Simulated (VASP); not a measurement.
Ru, 2 atoms in the cell. It takes space group P6_3/mmc (No. 194, hexagonal). Conventional cell: a = 2.741 Å, b = 2.741 Å, c = 4.323 Å, α = 90.00°, β = 90.00°, γ = 120.00°. Within 3.5 Å of Ru (site symmetry -6m2) lie 12 Ru at 2.68 to 2.74 Å. 

| Property | Result |
| --- | --- |
| Program | VASP 6.6.1 |
| Task | vibrations by perturbation theory |
| Functional | PBE |
| Potentials or basis | VASP PAW PBE potentials, release 64 (Ru_pv) |
| Cutoff | 500 eV |
| k mesh | 18 × 18 × 10 |
| Occupations | fermi-dirac, width 0.15 eV |
| Spin | no spin polarisation |
| Dipole correction | no |
| Further INCAR settings | ALGO = Normal; EDIFF = 1e-08; NBANDS = 21; IBRION = 8; NSW = 1 |

Potentials or basis: VASP PAW PBE potentials, release 64 (Ru_pv).

Launch:

```console
$ cat potpaw_PBE.64/Ru_pv/POTCAR > POTCAR
$ mpirun -np 1 vasp_std > vasp.out
```

Hardware: 1 thread of Intel(R) Xeon(R) 6975P-C (Granite Rapids) (shared host).

How long does it take, and how much memory?

It took 10 min on 1 thread of Intel(R) Xeon(R) 6975P-C (Granite Rapids), on a shared host, peak memory 0.98 GiB. Counts: scf iterations 54, k points 222.
